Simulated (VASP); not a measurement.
Runs of VASP 6.6.1 on La. The structure is that of space group Im-3m (No. 229), or close to it. The cells are those of the table. This isn't the form of La at room conditions, which is double hcp.

```csv
task,cell,gap on the mesh (eV),pressure (GPa)
relaxation of cell and atoms,"relaxed from a = 3.479 Å, angles 109.5°, 1 atom",none,0.0
single point,"a = 3.184 Å, angles 109.5°, 1 atom",none,(a)
single point,"a = 3.504 Å, angles 109.5°, 1 atom",none,-0.1
single point,"a = 2.582 Å, angles 109.5°, 1 atom",none,222.6
```

Alike in all rows: level LDA; potentials or basis VASP PAW LDA potentials, release 64 (La); no spin polarisation; k mesh 15 × 15 × 15; cutoff (eV) 500; smearing fermi-dirac 0.08 eV.

**Question.** Estimate the missing entries.

**Answer.** (a) 12.4.

Caveats: spin-orbit coupling is left out, which moves the levels of the heavy elements; the cell stands under pressure (at least some runs).

A k mesh can miss the band edges, and the runs leave out spin-orbit coupling on La.

A gap of «none» marks levels without a gap at the run's occupations.
